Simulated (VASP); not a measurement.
# PPt (P6_3mc) in VASP: further runs, part 2 of 2

VASP 6.6.1.

## Step 3: Single point, PBEsol

INCAR

```
PREC = Accurate ; ENCUT = 520
EDIFF = 1E-6 ; ISMEAR = 0
SIGMA = 0.1 ; LREAL = F
LASPH = T ; NELM = 100
ALGO = Normal ; ISIF = 2
LWAVE = F ; LCHARG = F
GGA = PS ; NBANDS = 23
```

KPOINTS

```
regular mesh
0
Gamma
  8 8 4
```

POSCAR

```
PPt
1.0
    3.7430280000      0.0000000000      0.0000000000
   -1.8715140000      3.2415573351      0.0000000000
    0.0000000000      0.0000000000      6.3537430000
P Pt
2 2
Direct
    0.6666670000      0.3333330000      0.5031030000
    0.3333330000      0.6666670000      0.0031030000
    0.6666670000      0.3333330000      0.8718990000
    0.3333330000      0.6666670000      0.3718990000
```

Potentials or basis: VASP PAW PBE potentials, release 64 (P, Pt).

Launch:

```
$ cat potpaw_PBE.64/P/POTCAR potpaw_PBE.64/Pt/POTCAR > POTCAR
$ mpirun -np 1 vasp_std > vasp.out
```

OUTCAR:

```text
PREC = Accurate
   ENCUT = 520
   EDIFF = 1E-6
   ISMEAR = 0
   LREAL = F
   LASPH = T
   NELM = 100
   ISIF = 2
   GGA = PS

 ion  position               nearest neighbor table
   1  0.667  0.333  0.503-   4 2.32   4 2.32   4 2.32   3 2.34
   2  0.333  0.667  0.003-   3 2.32   3 2.32   3 2.32   4 2.34
   3  0.667  0.333  0.872-   2 2.32   2 2.32   2 2.32   1 2.34
   4  0.333  0.667  0.372-   1 2.32   1 2.32   1 2.32   2 2.34

  LATTYP: Found a hexagonal cell.
 ALAT       =     3.7430280000
 C/A-ratio  =     1.6974874353

  Lattice vectors:

 A1 = (   3.7430280000,   0.0000000000,   0.0000000000)
 A2 = (  -1.8715140000,   3.2415573351,   0.0000000000)
 A3 = (   0.0000000000,   0.0000000000,   6.3537430000)

Analysis of symmetry for initial positions (statically):
=====================================================================
 Subroutine PRICEL returns:
 Original cell was already a primitive cell.

 Routine SETGRP: Setting up the symmetry group for a
 hexagonal supercell.

 Subroutine GETGRP returns: Found 12 space group operations
 (whereof  6 operations were pure point group operations)
 out of a pool of 24 trial point group operations.

The static configuration has the point symmetry C_3v.
 The point group associated with its full space group is C_6v.

Analysis of symmetry for dynamics (positions and initial velocities):
=====================================================================
 Subroutine PRICEL returns:
 Original cell was already a primitive cell.

 Routine SETGRP: Setting up the symmetry group for a
 hexagonal supercell.

 Subroutine GETGRP returns: Found 12 space group operations
 (whereof  6 operations were pure point group operations)
 out of a pool of 24 trial point group operations.

The dynamic configuration has the point symmetry C_3v.
 The point group associated with its full space group is C_6v.

 Subroutine INISYM returns: Found 12 space group operations
 (whereof  6 operations are pure point group operations),
 and found     1 'primitive' translations

----------------------------------------------------------------------------------------

                                     Primitive cell

  volume of cell :      77.0915

  direct lattice vectors                    reciprocal lattice vectors
     3.743028000  0.000000000  0.000000000     0.267163377  0.154246848  0.000000000
    -1.871514000  3.241557335  0.000000000     0.000000000  0.308493695  0.000000000
     0.000000000  0.000000000  6.353743000     0.000000000  0.000000000  0.157387543

  length of vectors
     3.743028000  3.743028000  6.353743000     0.308493695  0.308493695  0.157387543

  position of ions in fractional coordinates (direct lattice)
     0.666667000  0.333333000  0.503103000
     0.333333000  0.666667000  0.003103000
     0.666667000  0.333333000  0.871899000
     0.333333000  0.666667000  0.371899000

  ion indices of the primitive-cell ions
   primitive index   ion index
                 1           1
                 2           2
                 3           3
                 4           4

----------------------------------------------------------------------------------------

 KPOINTS: regular mesh

Automatic generation of k-mesh.
 Grid dimensions read from file:
 generate k-points for:    8    8    4

 Generating k-lattice:

  Cartesian coordinates                     Fractional coordinates (reciprocal lattice)
     0.033395422  0.019280856  0.000000000     0.125000000 -0.000000000  0.000000000
     0.000000000  0.038561712  0.000000000     0.000000000  0.125000000  0.000000000
     0.000000000  0.000000000  0.039346886     0.000000000  0.000000000  0.250000000

  Length of vectors
     0.038561712  0.038561712  0.039346886

  Shift w.r.t. Gamma in fractional coordinates (k-lattice)
     0.000000000  0.000000000  0.000000000

 Subroutine IBZKPT returns following result:
 ===========================================

 Found     30 irreducible k-points:

 Following reciprocal coordinates:
            Coordinates               Weight
  0.000000  0.000000  0.000000      1.000000
  0.125000  0.000000  0.000000      6.000000
  0.250000  0.000000  0.000000      6.000000
  0.375000  0.000000  0.000000      6.000000
  0.500000  0.000000  0.000000      3.000000
  0.125000  0.125000  0.000000      6.000000
[... 16 lines left out ...]
  0.250000  0.000000  0.500000      6.000000
  0.375000  0.000000  0.500000      6.000000
 [... further k-points ...]
   k-points           NKPTS =     30   k-points in BZ     NKDIM =     30   number of bands    NBANDS=     23
   number of dos      NEDOS =    301   number of ions     NIONS =      4
   total plane-waves  NPLWV =  37632
   dimension x,y,z NGX =    28 NGY =   28 NGZ =   48
   dimension x,y,z NGXF=    56 NGYF=   56 NGZF=   96
   ions per type =               2   2
   NGX,Y,Z   is equivalent  to a cutoff of  12.44, 12.44, 12.56 a.u.
   NGXF,Y,Z  is equivalent  to a cutoff of  24.87, 24.87, 25.12 a.u.
 SYSTEM =  unknown system
   PREC   = accura    normal or accurate (medium, high low for compatibility)
   ISTART =      0    job   : 0-new  1-cont  2-samecut
   ICHARG =      2    charge: 1-file 2-atom 10-const
   ISPIN  =      1    spin polarized calculation?
   LNONCOLLINEAR =      F non collinear calculations
   LSORBIT =      F    spin-orbit coupling
   LASPH  =      T    aspherical Exc in radial PAW
   ENCUT  =  520.0 eV  38.22 Ry    6.18 a.u.   6.96  6.96 11.81*2*pi/ulx,y,z
   NELM   =    100;   NELMIN=  2; NELMDL= -5     # of ELM steps
   EDIFF  = 0.1E-05   stopping-criterion for ELM
   LREAL  =      F    real-space projection
   EDIFFG = 0.1E-04   stopping-criterion for IOM
   NSW    =      0    number of steps for IOM
   IBRION =     -1    ionic relax: 0-MD 1-quasi-New 2-CG
   NFREE  =      0    steps in history (QN), initial steepest desc. (CG)
   ISIF   =      2    stress and relaxation
   ISYM   =      2    0-nonsym 1-usesym 2-fastsym
   POTIM  = 0.5000    time-step for ionic-motion
   TEBEG  =    0.0;   TEEND  =   0.0 temperature during run
   PSTRESS=    0.0 pullay stress
   NELECT =      30.0000    total number of electrons
   NUPDOWN=      -1.0000    fix difference up-down
   EMIN   =  10.00;   EMAX   =-10.00  energy-range for DOS
   EFERMI =   0.00;   METHOD = LEGACY
   ISMEAR =     0;   SIGMA  =   0.10  broadening in eV -4-tet -1-fermi 0-gaus
   EFERMI_NEDOS =   21; number of points for ismear=-14 and -15
   IALGO  =     38    algorithm
   IMIX   =      4    mixing-type and parameters
     AMIX     =   0.40;   BMIX     =  1.00
     AMIX_MAG =   1.60;   BMIX_MAG =  1.00
  volume/ion in A,a.u.               =      19.27       130.06
  Fermi-wavevector in a.u.,A,eV,Ry     =   1.195216  2.258631 19.436488  1.428542
  Thomas-Fermi vector in A             =   2.331187
   LORBIT       =      0    0 simple, 1 ext, 2 COOP (PROOUT), +10 PAW based schemes
   GGA     = PS    functional components
   LHFCALC =     F    Hartree Fock is set to
   AEXX    =    0.0000 exact exchange contribution
   IVDW    =     0    specifies the selected vdW correction
   LEPSILON=     F    determine dielectric tensor
   LRPA    =     F    only Hartree local field effects (RPA)
 non-spin polarized calculation
 Gauss-broadening in eV      SIGMA  =   0.10
  energy-cutoff  :      520.00
  volume of cell :       77.09
 maximum number of plane-waves:      2094
 NGX is ok and might be reduce to    28
   NGX = 13   NGY = 13   NGZ = 23

 number of electron      30.0000001 magnetization

 Free energy of the ion-electron system (eV)
  ---------------------------------------------------
  ext. energy  EPLUGINS =         0.00000000
  ---------------------------------------------------
  free energy    TOTEN  =       -26.65483409 eV

  energy without entropy =      -26.64636360  energy(sigma->0) =      -26.65059885

 E-fermi :   6.9532     XC(G=0): -10.8844

 val. band max:        6.9432965363   @ k =   0.3750   0.2500   0.2500
 cond. band min:       7.0797819931   @ k =   0.2500   0.1250   0.5000
 fundamental gap:      0.1364854568
 Fermi energy:         6.9532376889

 k-point     1 :       0.0000    0.0000    0.0000
  band No.  band energies     occupation
      1      -6.0039      2.00000
      2      -4.6792      2.00000
      3       0.8701      2.00000
      4       0.9430      2.00000
      5       1.0828      2.00000
      6       1.0828      2.00000
[... 15 lines left out ...]
     22      14.0932      0.00000
     23      14.0932      0.00000
[... 575 lines left out ...]
      1      -4.5084      2.00000
      2      -4.5084      2.00000
      3       0.3446      2.00000
      4       0.3446      2.00000
      5       1.7130      2.00000
      6       1.7130      2.00000
[... 15 lines left out ...]
     22      13.9879      0.00000
     23      16.2194      0.00000

 [... further k-points ...]
[... 5 lines left out ...]
  --------------------------------------------------------------------------------------
  -------------------------------------------------------------------------------------
  Total       -2.3349210     -2.3349210     -2.1173688      0.0000000      0.0000000     -0.0000000
  in kB      -48.5262074    -48.5262074    -44.0048629      0.0000000      0.0000000     -0.0000000
  external PRESSURE =     -47.0190925 kB  Pullay stress =       0.0000000 kB

 VOLUME and BASIS-vectors are now :
 -----------------------------------------------------------------------------
  energy-cutoff  :      520.00
  volume of cell :       77.09
      direct lattice vectors                 reciprocal lattice vectors
     3.743028000  0.000000000  0.000000000     0.267163377  0.154246848  0.000000000
    -1.871514000  3.241557335  0.000000000     0.000000000  0.308493695  0.000000000
     0.000000000  0.000000000  6.353743000     0.000000000  0.000000000  0.157387543

 POSITION                                       TOTAL-FORCE (eV/Angst)
 -----------------------------------------------------------------------------------
      1.87152      1.08052      3.19659        -0.000000      0.000000      0.118795
     -0.00000      2.16104      0.01972         0.000000     -0.000000      0.118795
      1.87152      1.08052      5.53982        -0.000000      0.000000     -0.118795
     -0.00000      2.16104      2.36295         0.000000     -0.000000     -0.118795
 -----------------------------------------------------------------------------------
    total drift:                               -0.000861      0.000497      0.000268

  FREE ENERGIE OF THE ION-ELECTRON SYSTEM (eV)
  ---------------------------------------------------
  free  energy   TOTEN  =       -26.6548340949 eV

  energy  without entropy=      -26.6463635957  energy(sigma->0) =      -26.65059885
```

Run time: 39 s. Hardware: 1 thread of Intel Xeon Platinum 8259CL at 2.50GHz (Skylake/Cascade Lake), shared host; peak memory 0.2 GiB.

Results:

| Item | Value |
| --- | --- |
| Free energy | -26.6548 eV |
| Pressure | -4.7 GPa |
| Largest force | 0.119 eV/Å |
| Band gap on the k mesh | zero (band 15 reaches 9.69 eV, above the bottom of band 16 at 5.91 eV) |

Forces on the atoms (eV/Å):
```
P    0.000  0.000  0.119
P    0.000  0.000  0.119
Pt   0.000  0.000 -0.119
Pt   0.000  0.000 -0.119
```

Levels at points of the mesh, in eV from the Fermi level:
```csv
k point,band 10,band 11,band 12,band 13,band 14,band 15,band 16,band 17,band 18,band 19
"(0.00, 0.00, 0.00)",-3.89,-3.33,-3.33,-3.09,1.85,1.85,3.09,3.61,4.12,4.12
"(0.50, 0.00, 0.00)",-3.33,-3.30,-3.01,-2.55,-2.55,-1.58,-0.87,0.88,1.81,4.60
"(0.00, 0.00, 0.50)",-3.57,-3.57,-3.57,-0.17,-0.17,2.73,2.73,2.73,2.73,4.38
"(0.50, 0.00, 0.50)",-3.23,-3.14,-3.14,-3.05,-3.05,0.16,0.16,0.52,0.52,4.98
```

Caveat: the PAW data sets were made with another functional, which shifts forces and pressure a little; spin-orbit coupling is left out, which moves the levels of the heavy elements.
